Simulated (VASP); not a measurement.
A run of VASP 6.6.1:

File INCAR:

```
ALGO = Fast
EDIFF = 1E-7
ENCUT = 520
GGA = PS
ISIF = 2
ISMEAR = 0
LASPH = True
LCHARG = False
LREAL = False
LWAVE = False
NBANDS = 13
NELM = 100
PREC = Accurate
SIGMA = 0.15
```

KPOINTS

```
k-points
0
Gamma
  26 26 26
```

Contents of POSCAR:

```
W
1.0
   -1.5771801384      1.5771801384      1.5535224363
    1.5771801384     -1.5771801384      1.5535224363
    1.5771801384      1.5771801384     -1.5535224363
W
1
Direct
    0.0000000000      0.0000000000      0.0000000000
```

Potentials or basis: VASP PAW PBE potentials, release 64 (W_sv).

Run with:

```console
$ cat potpaw_PBE.64/W_sv/POTCAR > POTCAR
$ mpirun -np 1 vasp_std > vasp.out
```

Hardware: 1 thread of AMD EPYC 9R45 96-Core Processor (Zen 5), on a shared host.

Problem. Estimate the wall time of this run.

Solution. Run time: 2.3 min on 1 thread of AMD EPYC 9R45 96-Core Processor (Zen 5), on a shared host, peak memory 0.31 GiB. Counts: scf iterations 14, k points 1330.
